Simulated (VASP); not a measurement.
Crystal: BaTe.

```
Ba Te
1.0
     0.00000    3.64295    3.53239
     3.64295    0.00000    3.53239
     3.64295    3.64295    0.00000
Ba Te
1 1
Direct
  0.00000 0.00000 0.00000
  0.50000 0.50000 0.50000
```

This cell differs from its parent crystal: biaxial xy strain +3.1%.

Program: VASP 6.6.1. Alike in all runs: task single point; potentials or basis VASP PAW PBE potentials, release 64 (Ba_sv, Te); no spin polarisation; cell as given.

Question: Order these runs on this cell by their band gap on the k mesh, lowest first.
A. level HSE06; k mesh 4 × 4 × 4; cutoff (eV) 400; smearing gaussian 0.01 eV; grid for exact exchange (PRECFOCK) Normal; share of exact exchange 0.25; screening parameter 0.2079 1/Å
B. level r2SCAN; k mesh 6 × 6 × 6; cutoff (eV) 550; smearing gaussian 0.01 eV
C. level PBE; k mesh 6 × 6 × 6; cutoff (eV) 500; smearing fermi-dirac 0.02 eV

Answer: C (1.65 eV), B (2.00 eV), A (2.38 eV).

Caveats: spin-orbit coupling is left out, which moves the levels of the heavy elements.

A k mesh can miss the band edges.
